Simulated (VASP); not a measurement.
Wanted: the native input for a VASP 6.6.1 run.

* Task: single point
* Functional: PBE
* Potentials or basis: VASP PAW PBE potentials, release 64 (Ca_sv, C)
* Cutoff: 520 eV
* k mesh: 6 × 6 × 6
* Occupations: gaussian, width 0.02 eV
* Spin: no spin polarisation
* Dipole correction: no
* Further INCAR settings: ALGO = Normal; EDIFF = 1e-07; NBANDS = 35

The structure of Ca3C5 lies in POSCAR:

```
Ca3C5
1.0
    0.0000000000      4.2853821972      4.2853821972
    4.2853821972      0.0000000000      4.2853821972
    4.2853821972      4.2853821972      0.0000000000
Ca C
3 5
Direct
    0.2500000000      0.2500000000      0.2500000000
    0.7500000000      0.7500000000      0.7500000000
    0.0000000000      0.0000000000      0.0000000000
    0.4037887664      0.7886337009      0.4037887664
    0.4037887664      0.4037887664      0.4037887664
    0.7886337009      0.4037887664      0.4037887664
    0.4037887664      0.4037887664      0.7886337009
    0.5000000000      0.5000000000      0.5000000000
```

These files were run (other wordings do the same):

INCAR

```
  PREC = Accurate
  ENCUT = 520
  EDIFF = 1E-7
  ISMEAR = 0
  SIGMA = 0.02
  LREAL = F
  LASPH = T
  NELM = 60
  ALGO = Normal
  ISIF = 2
  LWAVE = F
  LCHARG = F
  GGA = PE
  NBANDS = 35
```

KPOINTS

```
Automatic mesh
0
Gamma
  6 6 6
```

Potentials or basis: VASP PAW PBE potentials, release 64 (Ca_sv, C).

The run is started by

```console
$ cat potpaw_PBE.64/Ca_sv/POTCAR potpaw_PBE.64/C/POTCAR > POTCAR
$ mpirun -np 1 vasp_std > vasp.out
```

Results of the run:

| Quantity | Value |
| --- | --- |
| Pressure | 0.2 GPa |
| Largest force | 0.029 eV/Å |
| Band gap on the k mesh | 0.67 eV, indirect (least direct gap 0.68 eV) |

It took 3.2 min on 1 thread of AMD EPYC 7R43 64-Core Processor (Zen 3), on a shared host, peak memory 0.31 GiB.
